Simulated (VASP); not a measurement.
Runs of VASP 6.6.1 on Ni. The structure is that of space group Fd-3m (No. 227), or close to it. The cells are those of the table. This isn't the form of Ni at room conditions, which is fcc.

```csv
task,spin,cell,k mesh,cutoff (eV),gap on the mesh (eV),pressure (GPa),moment (μB)
single point,"non-collinear, typed start, SOC","a = 3.493 Å, angles 60.0°, 2 atoms",11 × 11 × 11,520,-,-0.2,1.53
single point,"collinear, ferromagnetic start","a = 3.493 Å, angles 60.0°, 2 atoms",11 × 11 × 11,600,none,-0.3,1.54
relaxation of cell and atoms,"collinear, ferromagnetic start","relaxed from a = 3.470 Å, angles 60.0°, 2 atoms",11 × 11 × 11,600,none,0.0,1.54
single point,"collinear, ferromagnetic start","a = 3.493 Å, angles 60.0°, 2 atoms",18 × 18 × 18,520,none,-0.2,(a)
```

Alike in all rows: level LDA; potentials or basis VASP PAW LDA potentials, release 64 (Ni); smearing fermi-dirac 0.05 eV.

Task: Fill in the values left out.

Result: (a) 1.51.

A gap of «none» marks levels without a gap at the run's occupations.
